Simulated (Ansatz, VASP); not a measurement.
**Two plane-wave programs on SrO**

```
Sr O
1.0
     3.93343    0.00000    0.00000
    -1.96671    3.40645    0.00000
     0.00000    0.00000    4.74315
Sr O
2 2
Direct
  0.33333 0.66667 0.93813
  0.66667 0.33333 0.43813
  0.33333 0.66667 0.43687
  0.66667 0.33333 0.93687
```

Change from the starting cell: strain -0.080 along x and y, -0.080 along z, atoms carried along.

Alike in both runs: task single point; functional PBEsol; k mesh 6 × 6 × 6; occupations gaussian, width 0.05 eV; no spin polarisation.

|  | VASP | Ansatz |
| --- | --- | --- |
| version | VASP 6.6.1 | Ansatz 0.2.0 |
| potentials or method | VASP PAW PBE potentials, release 64 (Sr_sv, O), cutoff 520 eV | scalar-relativistic, plane waves, PAW |
| valence electrons in the cell | 32 | 32 |

```csv
,VASP,Ansatz,Ansatz less VASP
gap on the k mesh at the Fermi level (eV),2.94,2.92,-0.018
least direct gap on the mesh (eV),2.94,2.92,-0.018
pressure (GPa),28.9,27.4,-1.48
"traceless stress, the component that is largest in VASP (GPa)",2.61,2.53,-0.080
rms of the force components (eV/Å),0.023,0.021,-0.0013
```

VASP's potentials were made for PBE, not for PBEsol. Atom by atom the forces differ by 0.001 eV/Å (rms over components).
